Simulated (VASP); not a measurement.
Set up this calculation in VASP 6.6.1, as the native input.

* Task: single point
* Functional: r2SCAN
* Potentials or basis: VASP PAW PBE potentials, release 64 (Zn, O)
* Cutoff: 520 eV
* k mesh: 8 × 8 × 4
* Occupations: gaussian, width 0.01 eV
* Spin: no spin polarisation
* Dipole correction: no
* Further INCAR settings: ALGO = Normal; EDIFF = 1e-06; NBANDS = 26

Crystal: ZnO.

```
CELL_PARAMETERS angstrom
3.20284 0.00000 0.00000
-1.60142 2.77374 0.00000
0.00000 0.00000 5.24269
ATOMIC_POSITIONS crystal
Zn 0.33333 0.66667 0.49969
Zn 0.66667 0.33333 0.99969
O 0.66667 0.33333 0.37932
O 0.33333 0.66667 0.87932
```

This cell differs from its parent crystal: in-plane strain -0.01.

One way to write it, as run:

POSCAR

```
ZnO
1.0
    3.2028435021      0.0000000000      0.0000000000
   -1.6014217510      2.7737438371      0.0000000000
    0.0000000000      0.0000000000      5.2426945155
Zn O
2 2
Direct
    0.3333333333      0.6666666667      0.4996928418
    0.6666666667      0.3333333333     -0.0003071582
    0.6666666667      0.3333333333      0.3793171582
    0.3333333333      0.6666666667      0.8793171582
```

INCAR.step1

```
PREC = Accurate ; ENCUT = 520
ISMEAR = 0 ; SIGMA = 0.01
LREAL = F ; LASPH = T
NELM = 80 ; NBANDS = 26
GGA = PE ; ALGO = Normal
EDIFF = 1E-4 ; LWAVE = T
LCHARG = F
```

INCAR.step2

```
PREC = Accurate ; ENCUT = 520
EDIFF = 1E-6 ; ISMEAR = 0
SIGMA = 0.01 ; LREAL = F
LASPH = T ; NELM = 80
ALGO = Normal ; ISIF = 2
LWAVE = F ; LCHARG = F
METAGGA = R2SCAN ; LMIXTAU = T
NBANDS = 26 ; ISTART = 1
```

KPOINTS

```
Automatic mesh
0
Gamma
  8 8 4
```

Potentials or basis: VASP PAW PBE potentials, release 64 (Zn, O).

Command:

```bash
$ cat potpaw_PBE.64/Zn/POTCAR potpaw_PBE.64/O/POTCAR > POTCAR
$ cp INCAR.step1 INCAR
$ mpirun -np 1 vasp_std > vasp.out
$ cp INCAR.step2 INCAR
$ mpirun -np 1 vasp_std > vasp.out
```

Results of the run:

The pressure is 3.3 GPa. The largest force is 0.149 eV/Å and the band gap on the k mesh is 1.23 eV, direct.

Caveat: the cell differs from its parent crystal (in-plane strain -0.01); the PAW data sets were made with another functional, which shifts forces and pressure a little.

It took 78 s on 1 thread of Intel Xeon 6975P-C, on a shared host, peak memory 0.18 GiB.
